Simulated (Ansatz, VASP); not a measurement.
## Two plane-wave programs on TiAl3

File INCAR:

```
SYSTEM = TiAl3
ALGO = Fast
EDIFF = 1E-7
ENCUT = 520
ISIF = 2
ISMEAR = -1
LASPH = .TRUE.
LCHARG = .FALSE.
LREAL = .FALSE.
LWAVE = .FALSE.
NBANDS = 18
NELM = 100
PREC = Accurate
SIGMA = 0.05
```

File KPOINTS:

```
k-points
0
G
  7 7 7
  0 0 0
```

File POSCAR:

```
TiAl3
1.0
    3.8749206071      0.0000000000      0.0000000000
    0.0000000000      3.8749206071      0.0000000000
    0.0000000000      0.0000000000      3.8749206071
Ti Al
1 3
Direct
    0.0000000000      0.0000000000      0.0000000000
    0.0000000000      0.5000000000      0.5000000000
    0.5000000000      0.0000000000      0.5000000000
    0.5000000000      0.5000000000      0.0000000000
```

File input.yaml:

```yaml
crystal:
  lattice:
    - [3.8749206071, 0.0, 0.0]
    - [0.0, 3.8749206071, 0.0]
    - [0.0, 0.0, 3.8749206071]
  atoms:
    - { symbol: Ti, position: [0.0, 0.0, 0.0] }
    - { symbol: Al, position: [0.0, 0.5, 0.5] }
    - { symbol: Al, position: [0.5, 0.0, 0.5] }
    - { symbol: Al, position: [0.5, 0.5, 0.0] }
hamiltonian:
  xc: lda
  pseudopotentials: { kind: paw }
kpoints:
  mp_grid: { grid: [7, 7, 7] }
scf:
  occupations: { method: fermi_dirac, width: 0.05 }
output:
  forces: true
  stress: true
  eigenvalues: true
```

Alike in both runs: task single point; functional LDA; k mesh 7 × 7 × 7; occupations fermi-dirac, width 0.05 eV; no spin polarisation.

|  | VASP | Ansatz |
| --- | --- | --- |
| version | VASP 6.6.1 | Ansatz 0.2.0 |
| potentials or method | VASP PAW LDA potentials, release 64 (Ti_sv, Al) | Ansatz PAW |
| plane-wave cutoff (eV) | 520 | 420 |
| valence electrons in the cell | 21 | 21 |

```csv
,VASP,Ansatz,Ansatz less VASP
gap on the k mesh at the Fermi level (eV),none,none,-
pressure (GPa),3.6,3.5,-0.19
```

LDA's correlation is that of Perdew and Zunger in VASP and of Perdew and Wang (1992) in Ansatz. A gap of «none» marks a metal or a gap that the smearing closes.
